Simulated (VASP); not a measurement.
**Cl: single point with r2SCAN**

Cl:

```xyz
4
Lattice="3.1252 -1.8976 0.0000 3.1252 1.8976 0.0000 0.0000 0.0000 8.1466" Properties=species:S:1:pos:R:3 pbc="T T T"
Cl    3.1252   -1.4193    4.9621
Cl    3.1252    1.4193    3.1844
Cl    3.1252   -0.4783    0.8889
Cl    3.1252    0.4783    7.2577
```

This cell differs from its parent crystal: uniaxial y strain -5.5%.

| Item | Value |
| --- | --- |
| Program | VASP 6.6.1 |
| Task | single point |
| Functional | r2SCAN |
| Potentials or basis | VASP PAW PBE potentials, release 64 (Cl) |
| Cutoff | 520 eV |
| k mesh | 8 × 8 × 4 |
| Occupations | gaussian, width 0.01 eV |
| Spin | no spin polarisation |
| Dipole correction | no |
| Further INCAR settings | ALGO = Normal; EDIFF = 1e-07; NBANDS = 22 |

- Pressure: 1.3 GPa
- Largest force: 0.231 eV/Å
- Band gap on the k mesh: 2.35 eV, direct

Forces in eV/Å, atoms in the order of the input:
```
Cl   0.000 -0.111 -0.203
Cl   0.000  0.111  0.203
Cl   0.000  0.111 -0.203
Cl   0.000 -0.111  0.203
```

Stress tensor (GPa, compression positive):
```
1.32 0.00 0.00
0.00 1.73 0.00
0.00 0.00 0.72
```

Levels at points of the mesh, in eV from the valence-band top:
```csv
k point,band 10,band 11,band 12,band 13,band 14,band 15,band 16,band 17,band 18,band 19
"(0.00, 0.00, 0.00)",-2.31,-1.15,-0.58,-0.26,0.00,2.35,3.58,7.69,7.71,8.86
"(0.50, 0.00, 0.00)",-2.87,-1.30,-1.30,-0.49,-0.49,3.25,3.25,8.37,8.37,10.91
"(0.50, 0.50, 0.00)",-2.83,-2.03,-1.39,-0.69,-0.50,2.42,3.35,8.63,8.75,9.12
"(0.00, 0.00, 0.50)",-2.42,-1.04,-1.04,-0.12,-0.12,2.94,2.94,7.99,7.99,9.86
"(0.50, 0.00, 0.50)",-2.92,-0.93,-0.93,-0.20,-0.20,2.80,2.80,8.70,8.70,10.14
"(0.50, 0.50, 0.50)",-2.81,-1.21,-1.21,-1.19,-1.19,2.84,2.84,9.39,9.39,10.23
```

Run time: 3.3 min on 1 thread of AMD EPYC 9R45 (Zen 5) (shared host), peak memory 0.23 GiB.

Caveat: the cell differs from its parent crystal (uniaxial y strain -5.5%); the PAW data sets were made with another functional, which shifts forces and pressure a little. A k mesh can miss the band edges.
